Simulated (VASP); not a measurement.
Crystal: AlNi4Bi.

```
Al Bi Ni
1.0
     2.42285   -4.00916    0.00000
     2.42285    4.00916    0.00000
     0.00000    0.00000    3.81389
Al Bi Ni
1 1 4
Direct
  0.00000 0.00000 0.50000
  0.50000 0.50000 0.00000
  0.17056 0.82944 0.00000
  0.82944 0.17056 0.00000
  0.00000 0.50000 0.50000
  0.50000 0.00000 0.50000
```

```yaml
Program: VASP 6.6.1
Task: relaxation of cell and atoms
Functional: PBEsol
Potentials_or_basis: VASP PAW PBE potentials, release 64 (Al, Bi_d, Ni)
Cutoff: 600 eV
k_mesh: 6 × 6 × 6
Occupations: gaussian, width 0.1 eV
Spin: no spin polarisation
```

At the start: pressure 20.4 GPa; volume 12.35 Å³/atom.

How do energy, volume and symmetry change on relaxing?

Over 6 steps the energy falls by 90.6 meV/atom and the volume is 13.69 Å³/atom (+10.8 %); space group Cmmm (No. 65, to 0.1 Å) before and after.

The path:
| step | energy change (eV) | largest force (eV/Å) | pressure (GPa) | volume (Å³) |
| --- | --- | --- | --- | --- |
| 1 | 0.0000 | 0.0510 | 20.40 | 74.09 |
| 2 | -0.1011 | 0.0490 | -12.71 | 92.22 |
| 3 | -0.5241 | 0.0248 | -0.71 | 82.82 |
| 4 | -0.5241 | 0.0239 | -0.30 | 82.64 |
| 5 | -0.5396 | 0.0123 | -0.05 | 82.38 |
| 6 | -0.5437 | 0.0011 | 0.28 | 82.13 |

Final structure:
```
Al Bi Ni
1.0
     2.47023   -4.08107    0.00000
     2.47023    4.08107    0.00000
     0.00000    0.00000    4.07353
Al Bi Ni
1 1 4
Direct
  0.00000 0.00000 0.50000
  0.50000 0.50000 0.00000
  0.17064 0.82936 0.00000
  0.82936 0.17064 0.00000
  0.00000 0.50000 0.50000
  0.50000 0.00000 0.50000
```

Caveat: the PAW data sets were made with another functional, which shifts forces and pressure a little.
